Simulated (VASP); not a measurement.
# NaPt4Cl (F-43m) in VASP: single point with PBE

Aim: the single point of NaPt4Cl with PBE.

All numbers are computed with VASP 6.6.1; they aren't measurements. Logs are shortened: lines on timing, memory, paths and dates and some standing lists are left out, and cuts for length are marked.

### 1 The cell of the first run

Symmetry: F-43m, No. 216, cubic system. Conventional cell: a = 8.239 Å, b = 8.239 Å, c = 8.239 Å, α = 90.00°, β = 90.00°, γ = 90.00°. Na (site symmetry -43m) has 12 Pt at 3.41 Å and 6 Cl at 4.12 Å within 4.5 Å. Within 2.4 Å of Cl (site symmetry -43m) lie 4 Pt at 1.81 Å. Pt (site symmetry 3m) has 1 Cl at 1.81 Å within 2.4 Å.

### 2 Single point, PBE

Contents of INCAR:

```
PREC     = Accurate       # precision mode
ENCUT    = 970            # plane-wave cutoff, eV
EDIFF    = 1E-6           # SCF threshold, eV
ISMEAR   = -1             # smearing method
SIGMA    = 0.0442         # smearing width, eV
LREAL    = False          # projectors in reciprocal space
LASPH    = True           # aspherical terms in the spheres
NELM     = 120            # most SCF steps
ALGO     = Normal         # electronic algorithm
ISIF     = 2              # what is computed and relaxed
LWAVE    = False          # write WAVECAR
LCHARG   = False          # write CHGCAR
GGA      = PE             # functional
NBANDS   = 53             # bands
GGA_COMPAT= False
```

Contents of KPOINTS:

```
regular mesh
0
Gamma
  4 4 4
```

Contents of POSCAR:

```
NaPt4Cl
1.0
    0.0000000000      4.1195240000      4.1195240000
    4.1195240000      0.0000000000      4.1195240000
    4.1195240000      4.1195240000      0.0000000000
Na Cl Pt
1 1 4
Direct
    0.5000000000      0.5000000000      0.5000000000
    0.0000000000      0.0000000000      0.0000000000
    0.1270000000      0.1270000000      0.1270000000
    0.6190000000      0.1270000000      0.1270000000
    0.1270000000      0.1270000000      0.6190000000
    0.1270000000      0.6190000000      0.1270000000
```

Potentials or basis: VASP PAW PBE potentials, release 64 (Na_sv, Cl, Pt_sv_GW).

The run is started by

```sh
> cat potpaw_PBE.64/Na_sv/POTCAR potpaw_PBE.64/Cl/POTCAR potpaw_PBE.64/Pt_sv_GW/POTCAR > POTCAR
> mpirun -np 1 vasp_std > vasp.out
```

OUTCAR:

```text
PREC = Accurate
   ENCUT = 970
   EDIFF = 1E-6
   ISMEAR = -1
   LREAL = False
   LASPH = True
   NELM = 120
   ISIF = 2
   GGA = PE

 ion  position               nearest neighbor table
   1  0.500  0.500  0.500-
   2  0.000  0.000  0.000-   4 1.81   5 1.81   6 1.81   3 1.81
   3  0.127  0.127  0.127-   2 1.81   4 2.87   5 2.87   6 2.87   5 2.96   6 2.96   4 2.96
   4  0.619  0.127  0.127-   2 1.81   3 2.87   5 2.87   6 2.87   5 2.96   6 2.96   3 2.96
   5  0.127  0.127  0.619-   2 1.81   3 2.87   4 2.87   6 2.87   3 2.96   6 2.96   4 2.96
   6  0.127  0.619  0.127-   2 1.81   3 2.87   4 2.87   5 2.87   3 2.96   5 2.96   4 2.96

  LATTYP: Found a face centered cubic cell.
 ALAT       =     8.2390480000

  Lattice vectors:

 A1 = (   0.0000000000,   4.1195240000,   4.1195240000)
 A2 = (   4.1195240000,   0.0000000000,   4.1195240000)
 A3 = (   4.1195240000,   4.1195240000,   0.0000000000)

Analysis of symmetry for initial positions (statically):
=====================================================================
 Subroutine PRICEL returns:
 Original cell was already a primitive cell.

 Routine SETGRP: Setting up the symmetry group for a
 face centered cubic supercell.

 Subroutine GETGRP returns: Found 24 space group operations
 (whereof 24 operations were pure point group operations)
 out of a pool of 48 trial point group operations.

The static configuration has the point symmetry T_d .

Analysis of symmetry for dynamics (positions and initial velocities):
=====================================================================
 Subroutine PRICEL returns:
 Original cell was already a primitive cell.

 Routine SETGRP: Setting up the symmetry group for a
 face centered cubic supercell.

 Subroutine GETGRP returns: Found 24 space group operations
 (whereof 24 operations were pure point group operations)
 out of a pool of 48 trial point group operations.

The dynamic configuration has the point symmetry T_d .

 Subroutine INISYM returns: Found 24 space group operations
 (whereof 24 operations are pure point group operations),
 and found     1 'primitive' translations

----------------------------------------------------------------------------------------

                                     Primitive cell

  volume of cell :     139.8206

  direct lattice vectors                    reciprocal lattice vectors
     0.000000000  4.119524000  4.119524000    -0.121373246  0.121373246  0.121373246
     4.119524000  0.000000000  4.119524000     0.121373246 -0.121373246  0.121373246
     4.119524000  4.119524000  0.000000000     0.121373246  0.121373246 -0.121373246

  length of vectors
     5.825886711  5.825886711  5.825886711     0.210224629  0.210224629  0.210224629

  position of ions in fractional coordinates (direct lattice)
     0.500000000  0.500000000  0.500000000
     0.000000000  0.000000000  0.000000000
     0.127000000  0.127000000  0.127000000
     0.619000000  0.127000000  0.127000000
     0.127000000  0.127000000  0.619000000
     0.127000000  0.619000000  0.127000000

  ion indices of the primitive-cell ions
   primitive index   ion index
                 1           1
                 2           2
                 3           3
                 4           4
                 5           5
                 6           6

----------------------------------------------------------------------------------------

 KPOINTS: regular mesh

Automatic generation of k-mesh.
 Grid dimensions read from file:
 generate k-points for:    4    4    4

 Generating k-lattice:

  Cartesian coordinates                     Fractional coordinates (reciprocal lattice)
    -0.030343312  0.030343312  0.030343312     0.250000000  0.000000000  0.000000000
     0.030343312 -0.030343312  0.030343312     0.000000000  0.250000000  0.000000000
     0.030343312  0.030343312 -0.030343312     0.000000000  0.000000000  0.250000000

  Length of vectors
     0.052556157  0.052556157  0.052556157

  Shift w.r.t. Gamma in fractional coordinates (k-lattice)
     0.000000000  0.000000000  0.000000000

 Subroutine IBZKPT returns following result:
 ===========================================

 Found      8 irreducible k-points:

 Following reciprocal coordinates:
            Coordinates               Weight
  0.000000  0.000000  0.000000      1.000000
  0.250000  0.000000  0.000000      8.000000
  0.500000  0.000000  0.000000      4.000000
  0.250000  0.250000  0.000000      6.000000
  0.500000  0.250000  0.000000     24.000000
 -0.250000  0.250000  0.000000     12.000000
  0.500000  0.500000  0.000000      3.000000
 -0.250000  0.500000  0.250000      6.000000
   k-points           NKPTS =      8   k-points in BZ     NKDIM =      8   number of bands    NBANDS=     53
   number of dos      NEDOS =    301   number of ions     NIONS =      6
   total plane-waves  NPLWV = 216000
   dimension x,y,z NGX =    60 NGY =   60 NGZ =   60
   dimension x,y,z NGXF=   120 NGYF=  120 NGZF=  120
   ions per type =               1   1   4
   NGX,Y,Z   is equivalent  to a cutoff of  17.12, 17.12, 17.12 a.u.
   NGXF,Y,Z  is equivalent  to a cutoff of  34.24, 34.24, 34.24 a.u.
 SYSTEM =  unknown system
   PREC   = accura    normal or accurate (medium, high low for compatibility)
   ISTART =      0    job   : 0-new  1-cont  2-samecut
   ICHARG =      2    charge: 1-file 2-atom 10-const
   ISPIN  =      1    spin polarized calculation?
   LNONCOLLINEAR =      F non collinear calculations
   LSORBIT =      F    spin-orbit coupling
   LASPH  =      T    aspherical Exc in radial PAW
   ENCUT  =  970.0 eV  71.29 Ry    8.44 a.u.  14.79 14.79 14.79*2*pi/ulx,y,z
   NELM   =    120;   NELMIN=  2; NELMDL= -5     # of ELM steps
   EDIFF  = 0.1E-05   stopping-criterion for ELM
   LREAL  =      F    real-space projection
   EDIFFG = 0.1E-04   stopping-criterion for IOM
   NSW    =      0    number of steps for IOM
   IBRION =     -1    ionic relax: 0-MD 1-quasi-New 2-CG
   NFREE  =      0    steps in history (QN), initial steepest desc. (CG)
   ISIF   =      2    stress and relaxation
   ISYM   =      2    0-nonsym 1-usesym 2-fastsym
   POTIM  = 0.5000    time-step for ionic-motion
   TEBEG  =    0.0;   TEEND  =   0.0 temperature during run
   PSTRESS=    0.0 pullay stress
   NELECT =      88.0000    total number of electrons
   NUPDOWN=      -1.0000    fix difference up-down
   EMIN   =  10.00;   EMAX   =-10.00  energy-range for DOS
   EFERMI =   0.00;   METHOD = LEGACY
   ISMEAR =    -1;   SIGMA  =   0.04  broadening in eV -4-tet -1-fermi 0-gaus
   EFERMI_NEDOS =   21; number of points for ismear=-14 and -15
   IALGO  =     38    algorithm
   IMIX   =      4    mixing-type and parameters
     AMIX     =   0.40;   BMIX     =  1.00
     AMIX_MAG =   1.60;   BMIX_MAG =  1.00
  volume/ion in A,a.u.               =      23.30       157.26
  Fermi-wavevector in a.u.,A,eV,Ry     =   1.402960  2.651210 26.780311  1.968297
  Thomas-Fermi vector in A             =   2.525670
   LORBIT       =      0    0 simple, 1 ext, 2 COOP (PROOUT), +10 PAW based schemes
   GGA     = PE    functional components
   LHFCALC =     F    Hartree Fock is set to
   AEXX    =    0.0000 exact exchange contribution
   IVDW    =     0    specifies the selected vdW correction
   LEPSILON=     F    determine dielectric tensor
   LRPA    =     F    only Hartree local field effects (RPA)
 non-spin polarized calculation
  energy-cutoff  :      970.00
  volume of cell :      139.82
 maximum number of plane-waves:      9620
   NGX = 29   NGY = 29   NGZ = 29

 number of electron      87.9999998 magnetization

 Free energy of the ion-electron system (eV)
  ---------------------------------------------------
  ext. energy  EPLUGINS =         0.00000000
  ---------------------------------------------------
  free energy    TOTEN  =       -15.82296657 eV

  energy without entropy =      -15.77058360  energy(sigma->0) =      -15.79677508

 E-fermi :   4.4734     XC(G=0):  -9.6749

 val. band max:        4.4463934083   @ k =   0.5000   0.2500   0.0000
 cond. band min:       4.4761543525   @ k =   0.5000   0.2500   0.0000
 fundamental gap:      0.0297609442
 Fermi energy:         4.4734423487

 k-point     1 :       0.0000    0.0000    0.0000
  band No.  band energies     occupation
      1     -94.3409      2.00000
      2     -94.3278      2.00000
      3     -94.3278      2.00000
      4     -94.3278      2.00000
      5     -49.7415      2.00000
      6     -49.4371      2.00000
[... 45 lines left out ...]
     52      10.7792      0.00000
     53      10.7792      0.00000

 k-point     2 :       0.2500    0.0000    0.0000
  band No.  band energies     occupation
      1     -94.3395      2.00000
      2     -94.3292      2.00000
      3     -94.3278      2.00000
      4     -94.3278      2.00000
      5     -49.7130      2.00000
      6     -49.4650      2.00000
[... 45 lines left out ...]
     52      11.0886      0.00000
     53      11.1655      0.00000

 k-point     3 :       0.5000    0.0000    0.0000
  band No.  band energies     occupation
      1     -94.3376      2.00000
      2     -94.3311      2.00000
      3     -94.3278      2.00000
      4     -94.3278      2.00000
      5     -49.6757      2.00000
      6     -49.5018      2.00000
[... 45 lines left out ...]
     52      11.3394      0.00000
     53      11.6817      0.00000

 k-point     4 :       0.2500    0.2500    0.0000
  band No.  band energies     occupation
      1     -94.3390      2.00000
      2     -94.3297      2.00000
      3     -94.3278      2.00000
      4     -94.3278      2.00000
      5     -49.7018      2.00000
      6     -49.4771      2.00000
[... 45 lines left out ...]
     52      11.0551      0.00000
     53      11.0551      0.00000

 k-point     5 :       0.5000    0.2500    0.0000
  band No.  band energies     occupation
      1     -94.3367      2.00000
      2     -94.3320      2.00000
      3     -94.3278      2.00000
      4     -94.3278      2.00000
      5     -49.6583      2.00000
      6     -49.5205      2.00000
[... 45 lines left out ...]
     52      11.1662      0.00000
     53      11.7868      0.00000

 k-point     6 :      -0.2500    0.2500    0.0000
  band No.  band energies     occupation
      1     -94.3376      2.00000
      2     -94.3311      2.00000
      3     -94.3278      2.00000
      4     -94.3278      2.00000
      5     -49.6754      2.00000
      6     -49.5031      2.00000
[... 45 lines left out ...]
     52      11.2927      0.00000
     53      11.5424      0.00000

 k-point     7 :       0.5000    0.5000    0.0000
  band No.  band energies     occupation
      1     -94.3343      2.00000
      2     -94.3343      2.00000
      3     -94.3278      2.00000
      4     -94.3278      2.00000
      5     -49.6350      2.00000
      6     -49.5442      2.00000
[... 45 lines left out ...]
     52      11.7532      0.00000
     53      12.0206      0.00000

 k-point     8 :      -0.2500    0.5000    0.2500
  band No.  band energies     occupation
      1     -94.3343      2.00000
      2     -94.3343      2.00000
      3     -94.3278      2.00000
      4     -94.3278      2.00000
      5     -49.6350      2.00000
      6     -49.5442      2.00000
[... 45 lines left out ...]
     52      11.3357      0.00000
     53      12.1758      0.00000

------------------------ aborting loop because EDIFF is reached ----------------------------------------

  FORCE on cell =-STRESS in cart. coord.  units (eV):
  Direction    XX          YY          ZZ          XY          YZ          ZX
  --------------------------------------------------------------------------------------
  -------------------------------------------------------------------------------------
  Total       32.8584114     32.8584114     32.8584114      0.0000000      0.0000000     -0.0000000
  in kB      376.5182556    376.5182556    376.5182556      0.0000000      0.0000000     -0.0000000
  external PRESSURE =     376.5182556 kB  Pullay stress =       0.0000000 kB

 VOLUME and BASIS-vectors are now :
 -----------------------------------------------------------------------------
  energy-cutoff  :      970.00
  volume of cell :      139.82
      direct lattice vectors                 reciprocal lattice vectors
     0.000000000  4.119524000  4.119524000    -0.121373246  0.121373246  0.121373246
     4.119524000  0.000000000  4.119524000     0.121373246 -0.121373246  0.121373246
     4.119524000  4.119524000  0.000000000     0.121373246  0.121373246 -0.121373246

 POSITION                                       TOTAL-FORCE (eV/Angst)
 -----------------------------------------------------------------------------------
      4.11952      4.11952      4.11952         0.000000      0.000000      0.000000
      0.00000      0.00000      0.00000         0.000000      0.000000      0.000000
      1.04636      1.04636      1.04636         9.155047      9.155047      9.155047
      1.04636      3.07316      3.07316         9.155047     -9.155047     -9.155047
      3.07316      3.07316      1.04636        -9.155047     -9.155047      9.155047
      3.07316      1.04636      3.07316        -9.155047      9.155047     -9.155047
 -----------------------------------------------------------------------------------
    total drift:                                0.000000      0.000000      0.000000

  FREE ENERGIE OF THE ION-ELECTRON SYSTEM (eV)
  ---------------------------------------------------
  free  energy   TOTEN  =       -15.8229665722 eV

  energy  without entropy=      -15.7705835964  energy(sigma->0) =      -15.79677508
```

Run time: 2.1 min. Hardware: 1 thread of Intel Xeon 6975P-C (Granite Rapids), shared host; peak memory 0.52 GiB.

Results:

| Property | Result |
| --- | --- |
| Free energy | -15.8230 eV |
| Pressure | 37.7 GPa |
| Largest force | 15.857 eV/Å |
| Band gap on the k mesh | zero (bands 44 and 45 overlap by 0.88 eV) |

Forces in eV/Å, atoms in the order of the input:
```
Na   0.000  0.000  0.000
Cl   0.000  0.000  0.000
Pt   9.155  9.155  9.155
Pt   9.155 -9.155 -9.155
Pt  -9.155 -9.155  9.155
Pt  -9.155  9.155 -9.155
```

Levels at points of the mesh, in eV from the Fermi level:
```
           k point  band 42  band 43  band 44  band 45  band 46  band 47
(0.00, 0.00, 0.00)    -1.07    -0.45    -0.45    -0.45     1.92     1.92
(0.50, 0.00, 0.00)    -2.03    -1.07     0.44     0.44     1.99     1.99
(0.50, 0.50, 0.00)    -2.04    -0.43    -0.11    -0.11     0.85     3.23
```

Caveat: the cell stands under pressure; spin-orbit coupling is left out, which moves the levels of the heavy elements; forces of over 1 eV/Å act on the atoms, so gaps and moduli don't describe the material at rest.
